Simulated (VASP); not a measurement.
Wanted: the native input for a VASP 6.6.1 run.

```
Task                   : relaxation of the atoms
Functional             : PBE
Potentials or basis    : VASP PAW PBE potentials, release 64 (Mg, O)
Cutoff                 : 520 eV
k mesh                 : 2 × 2 × 2, shifted
Occupations            : gaussian, width 0.02 eV
Spin                   : no spin polarisation
Dipole correction      : no
Further INCAR settings : LREAL = Auto; ALGO = Normal; EDIFF = 1e-06; IBRION = 2; EDIFFG = -0.03; NSW = 45
```

The structure of MgO lies in POSCAR:

```
MgO
1.0
   -4.2535896561     -4.2535896561     -4.2535896561
   -4.2535896561      4.2535896561      4.2535896561
    4.2535896561      4.2535896561     -4.2535896561
Mg O
16 16
Direct
    0.0047578916      0.7514802192      0.2594873929
    0.7440202629      0.7439723041      0.4989371457
    0.5017516942      0.7612815032      0.7570031613
    0.0030112193      0.2519362308      0.7448908375
    0.9974592535     -0.0020338575      0.0040298772
    0.7416369355     -0.0079780729      0.2436250793
    0.5028375080     -0.0081567370      0.5024445857
    0.2472449002      0.0020051153      0.7465357324
    0.2510502748      0.7483196683      0.0013807826
   -0.0002126975      0.5000670167      0.5125353219
    0.7603174918      0.5075698732      0.7562856395
    0.7518463415      0.2440257356     -0.0107013779
    0.5032745821      0.2566724272      0.2554107619
    0.2476526853      0.2456606425      0.4915623736
    0.5053306720      0.5054855947      0.0187824981
    0.2504482127      0.5147059298      0.2552154007
    0.2426372865     -0.0017157036      0.2410845455
    0.0069303214      0.0013682737      0.5024203046
    0.7536760805      0.0103133340      0.7621968009
    0.2425497538      0.4953119174      0.7544085455
    0.2521318730      0.2488191219     -0.0042246087
   -0.0113526717      0.2478019854      0.2551070933
    0.7438445668      0.2469605413      0.4981505256
    0.4910087116      0.2448055002      0.7404723055
    0.5061171997      0.0021172133     -0.0074894355
    0.2431270419      0.7337604188      0.4880295187
   -0.0045468175      0.7439343921      0.7492215031
    0.0111577465      0.5061297528      0.0095949550
    0.7506359929      0.4950141008      0.2534768750
    0.5031415786      0.5019411819      0.5083133836
    0.7549003352      0.7561854280     -0.0071311739
    0.5107787659      0.7457790796      0.2582641509
```

One way to write it, as run:

INCAR

```
  PREC = Accurate
  ENCUT = 520
  EDIFF = 1E-6
  ISMEAR = 0
  SIGMA = 0.02
  LREAL = Auto
  LASPH = True
  NELM = 80
  ALGO = Normal
  ISIF = 2
  LWAVE = False
  LCHARG = False
  GGA = PE
  IBRION = 2
  NSW = 45
  EDIFFG = -0.03
  KPAR = 2
```

KPOINTS

```
Automatic mesh
0
Gamma
  2 2 2
  0.5 0.5 0.5
```

Potentials or basis: VASP PAW PBE potentials, release 64 (Mg, O).

Run with:

```sh
$ cat potpaw_PBE.64/Mg/POTCAR potpaw_PBE.64/O/POTCAR > POTCAR
$ mpirun -np 2 vasp_std > vasp.out
```

Results of the run:

```
Energy gained by relaxing    : 29.1 meV/atom
Ionic steps                  : 8
Pressure after relaxing      : -0.7 GPa
Largest force after relaxing : 0.026 eV/Å
Band gap on the k mesh       : 5.88 eV
```

Caveat: a shifted mesh leaves out Γ, where band edges can lie.

Run time: 11 min on 2 MPI ranks on Intel(R) Xeon(R) Platinum 8488C (Sapphire Rapids), with other jobs on the host, peak memory 0.48 GiB a rank.
